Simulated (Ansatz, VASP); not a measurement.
## Two plane-wave programs on GaSb

The input INCAR:

```
SYSTEM = GaSb
PREC     = Accurate       ! precision mode
ENCUT    = 520            ! plane-wave cutoff, eV
EDIFF    = 1E-7           ! SCF threshold, eV
ISMEAR   = 0              ! smearing method
SIGMA    = 0.05           ! smearing width, eV
LREAL    = .False.        ! projectors in reciprocal space
LASPH    = .True.         ! aspherical terms in the spheres
NELM     = 60             ! most SCF steps
ALGO     = Normal         ! electronic algorithm
ISIF     = 2              ! what is computed and relaxed
LWAVE    = .False.        ! write WAVECAR
LCHARG   = .True.         ! write CHGCAR
GGA      = PE             ! functional
LELF     = .True.         ! ELF
LVHAR    = .True.       
NBANDS   = 16             ! bands
```

File KPOINTS:

```
regular mesh
0
Gamma
  6 6 6
  0 0 0
```

File POSCAR:

```
GaSb
1.0
    0.0000000000      3.0820373815      3.0820373815
    3.0820373815      0.0000000000      3.0820373815
    3.0820373815      3.0820373815      0.0000000000
Ga Sb
1 1
Direct
    0.0000000000      0.0000000000      0.0000000000
    0.7500000000      0.7500000000      0.7500000000
```

Input for Ansatz:

```yaml
crystal:
  lattice:
    - [0.0, 3.0820373815, 3.0820373815]
    - [3.0820373815, 0.0, 3.0820373815]
    - [3.0820373815, 3.0820373815, 0.0]
  atoms:
    - { symbol: Ga, position: [0.0, 0.0, 0.0] }
    - { symbol: Sb, position: [0.75, 0.75, 0.75] }
basis:
  ecutwfc: 420
  ecutrho_ratio: 4
kpoints:
  mp_grid: { grid: [6, 6, 6] }
hamiltonian:
  xc: pbe
scf:
  occupations: { method: gaussian, width: 0.05 }
output:
  forces: true
  stress: true
  eigenvalues: true
```

Alike in both runs: task single point; functional PBE; k mesh 6 × 6 × 6; occupations gaussian, width 0.05 eV; no spin polarisation.

|  | VASP | Ansatz |
| --- | --- | --- |
| version | VASP 6.6.1 | Ansatz 0.2.0 |
| potentials or method | VASP PAW PBE potentials, release 64 (Ga_d, Sb), cutoff 520 eV | scalar-relativistic, plane waves, PAW |
| valence electrons in the cell | 18 | 28 |

VASP gave:

* gap on the k mesh at the Fermi level (eV): none
* pressure (GPa): 1.3

Estimate Ansatz's values.

gap on the k mesh at the Fermi level (eV): none; pressure (GPa): 1.2.

A gap of «none» marks a metal or a gap that the smearing closes. VASP's potentials hold 18 valence electrons a cell and Ansatz's 28, so a difference there can come from the potentials and not from the codes.

Spin-orbit coupling is off throughout.
